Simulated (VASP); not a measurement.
Runs of VASP 6.6.1 on SiC. The structure is that of space group Fm-3m (No. 225), or close to it. The cells are those of the table. 

| cell | k mesh | gap on the mesh (eV) | pressure (GPa) |
| --- | --- | --- | --- |
| a = 2.734 Å, angles 60.0°, 2 atoms | 20 × 20 × 20 | - | (b) |
| a = 2.603 Å, angles 60.0°, 2 atoms | 20 × 20 × 20 | (a) | 129.5 |
| a = 2.692 Å, angles 60.0°, 2 atoms | 20 × 20 × 20 | 0.39 | 67.0 |
| a = 2.851 Å, angles 60.0°, 2 atoms | 18 × 18 × 18 | (c) | 1.0 |
| a = 2.557 Å, angles 60.0°, 2 atoms | 20 × 20 × 20 | 0.59 | 172.5 |

Alike in all rows: task single point; level PBEsol; potentials or basis VASP PAW PBE potentials, release 64 (C, Si); no spin polarisation; cutoff (eV) 520; smearing gaussian 0.05 eV.

Task: Estimate the missing entries.

Result: (a) 0.92; (b) 44.4; (c) none.

Caveats: the PAW data sets were made with another functional, which shifts forces and pressure a little.

A k mesh can miss the band edges.
